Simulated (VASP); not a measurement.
# Sn: single point with LDA

Sn:

```
Sn
1.0
    -1.65699    1.91510    2.06521
     1.65699   -1.91510    2.06521
     1.65699    1.91510   -2.06521
Sn
1
Direct
  0.00000 0.00000 0.00000
```

- Program: VASP 6.6.1
- Task: single point
- Functional: LDA
- Potentials or basis: VASP PAW LDA potentials, release 64 (Sn_d)
- Cutoff: 520 eV
- k mesh: 13 × 13 × 13
- Occupations: fermi-dirac, width 0.08 eV
- Spin: no spin polarisation

* Pressure: -1.0 GPa
* Band gap on the k mesh: zero (bands 7 and 8 overlap by 9.35 eV)

Stress tensor (GPa, compression positive):
```
-0.45  0.00  0.00
 0.00 -0.83  0.00
 0.00  0.00 -1.81
```

Levels at points of the mesh, in eV from the Fermi level:
| k point | band 5 | band 6 | band 7 | band 8 | band 9 | band 10 |
| --- | --- | --- | --- | --- | --- | --- |
| (0.00, 0.00, 0.00) | -21.34 | -11.44 | 7.01 | 7.15 | 9.31 | 10.77 |

Wall time 20 s on 1 thread of Intel(R) Xeon(R) 6975P-C (Granite Rapids) (shared host), peak memory 0.21 GiB.

Caveat: spin-orbit coupling is left out, which moves the levels of the heavy elements.
